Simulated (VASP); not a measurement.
Here is a VASP 6.6.1 calculation.

The input POSCAR:

```
Se
1.0
    4.3662000000      0.0000000000      0.0000000000
   -2.1831000000      3.7812401180      0.0000000000
    0.0000000000      0.0000000000      4.9536000000
Se
3
Direct
    0.7746000000      0.7746000000      0.0000000000
    0.0000000000      0.2254000000      0.6666666667
    0.2254000000      0.0000000000      0.3333333333
```

Contents of INCAR.step1:

```
SYSTEM = Se
PREC     = Accurate       ! precision mode
ENCUT    = 520            ! plane-wave cutoff, eV
ISMEAR   = 1              ! smearing method
SIGMA    = 0.1            ! smearing width, eV
LREAL    = .False.        ! projectors in reciprocal space
LASPH    = .True.         ! aspherical terms in the spheres
NELM     = 150            ! most SCF steps
MAGMOM   = 0 0 0 0 0 0 0 0 0 ! initial moments
LSORBIT  = .True.         ! spin-orbit coupling
GGA_COMPAT= .False.      
NBANDS   = 31             ! bands
GGA      = PE             ! functional
ALGO     = Normal         ! electronic algorithm
EDIFF    = 1E-4           ! SCF threshold, eV
LWAVE    = .True.         ! write WAVECAR
LCHARG   = .False.        ! write CHGCAR
```

The input INCAR.step2:

```
SYSTEM = Se
PREC     = Accurate       ! precision mode
ENCUT    = 520            ! plane-wave cutoff, eV
EDIFF    = 1E-7           ! SCF threshold, eV
ISMEAR   = 1              ! smearing method
SIGMA    = 0.1            ! smearing width, eV
LREAL    = .False.        ! projectors in reciprocal space
LASPH    = .True.         ! aspherical terms in the spheres
NELM     = 150            ! most SCF steps
ALGO     = Normal         ! electronic algorithm
ISIF     = 2              ! what is computed and relaxed
LWAVE    = .False.        ! write WAVECAR
LCHARG   = .False.        ! write CHGCAR
MAGMOM   = 0 0 0 0 0 0 0 0 0 ! initial moments
LORBIT   = 11             ! projections on sites
LSORBIT  = .True.         ! spin-orbit coupling
GGA_COMPAT= .False.      
LORBMOM  = .True.       
METAGGA  = R2SCAN         ! meta-GGA
LMIXTAU  = .True.       
NBANDS   = 31             ! bands
ISTART   = 1
```

KPOINTS

```
Automatic mesh
0
Gamma
  6 6 5
  0 0 0
```

Potentials or basis: VASP PAW PBE potentials, release 64 (Se).

Run with:

```sh
$ cat potpaw_PBE.64/Se/POTCAR > POTCAR
$ cp INCAR.step1 INCAR
$ mpirun -np 1 vasp_ncl > vasp.out
$ cp INCAR.step2 INCAR
$ mpirun -np 1 vasp_ncl > vasp.out
```

Question: What does it give for the pressure?

Answer: 1.4 GPa.

Question: Estimate the largest force.

Answer: 0.069 eV/Å.

Question: What does it give for the net moment?

Answer: 0.00 μB per cell.

Moments on the atoms (μB; x, y, z):
```
Se  0.00 0.00 0.00
Se  0.00 0.00 0.00
Se  0.00 0.00 0.00
```

Caveat: the PAW data sets were made with another functional, which shifts forces and pressure a little.
